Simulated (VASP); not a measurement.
Wanted: the native input for a VASP 6.6.1 run.

| Item | Value |
| --- | --- |
| Task | single point |
| Functional | r2SCAN |
| Potentials or basis | VASP PAW PBE potentials, release 64 (Cu_sv_GW) |
| Cutoff | 900 eV |
| k mesh | 12 × 12 × 12 |
| Occupations | fermi-dirac, width 0.1 eV |
| Spin | no spin polarisation |
| Dipole correction | no |
| Further INCAR settings | ALGO = Normal; EDIFF = 1e-06; NBANDS = 16 |

Crystal: Cu.

```
Cu
1.0
    -1.40755    1.40755    1.40755
     1.40755   -1.40755    1.40755
     1.40755    1.40755   -1.40755
Cu
1
Cartesian
  0.0000 0.0000 0.0000
```

This isn't the form of Cu at room conditions, which is fcc.

One way to write it, as run:

POSCAR

```
Cu
1.0
   -1.4075456526      1.4075456526      1.4075456526
    1.4075456526     -1.4075456526      1.4075456526
    1.4075456526      1.4075456526     -1.4075456526
Cu
1
Direct
    0.0000000000      0.0000000000      0.0000000000
```

INCAR.step1

```
SYSTEM = Cu
PREC     = Accurate       ! precision mode
ENCUT    = 900            ! plane-wave cutoff, eV
ISMEAR   = -1             ! smearing method
SIGMA    = 0.1            ! smearing width, eV
LREAL    = .FALSE.        ! projectors in reciprocal space
LASPH    = .TRUE.         ! aspherical terms in the spheres
NELM     = 120            ! most SCF steps
NBANDS   = 16             ! bands
GGA      = PE             ! functional
ALGO     = Normal         ! electronic algorithm
EDIFF    = 1E-5           ! SCF threshold, eV
LWAVE    = .TRUE.         ! write WAVECAR
LCHARG   = .FALSE.        ! write CHGCAR
GGA_COMPAT= .FALSE.
```

INCAR.step2

```
SYSTEM = Cu
PREC     = Accurate       ! precision mode
ENCUT    = 900            ! plane-wave cutoff, eV
EDIFF    = 1E-6           ! SCF threshold, eV
ISMEAR   = -1             ! smearing method
SIGMA    = 0.1            ! smearing width, eV
LREAL    = .FALSE.        ! projectors in reciprocal space
LASPH    = .TRUE.         ! aspherical terms in the spheres
NELM     = 120            ! most SCF steps
ALGO     = Normal         ! electronic algorithm
ISIF     = 2              ! what is computed and relaxed
LWAVE    = .FALSE.        ! write WAVECAR
LCHARG   = .FALSE.        ! write CHGCAR
METAGGA  = R2SCAN         ! meta-GGA
LMIXTAU  = .TRUE.       
NBANDS   = 16             ! bands
ISTART   = 1            
GGA_COMPAT= .FALSE.
```

KPOINTS

```
Automatic mesh
0
G
  12 12 12
  0 0 0
```

Potentials or basis: VASP PAW PBE potentials, release 64 (Cu_sv_GW).

Launch:

```console
$ cat potpaw_PBE.64/Cu_sv_GW/POTCAR > POTCAR
$ cp INCAR.step1 INCAR
$ mpirun -np 1 vasp_std > vasp.out
$ cp INCAR.step2 INCAR
$ mpirun -np 1 vasp_std > vasp.out
```

Results of the run:

| Quantity | Value |
| --- | --- |
| Pressure | 3.9 GPa |
| Band gap on the k mesh | zero (an odd number of electrons rules out a gap without spin polarisation) |

Caveat: the cell stands under pressure; the PAW data sets were made with another functional, which shifts forces and pressure a little.

It took 94 s on 1 thread of Intel(R) Xeon(R) Platinum 8375C CPU @ 2.90GHz (Ice Lake), with other jobs on the host, peak memory 0.17 GiB.
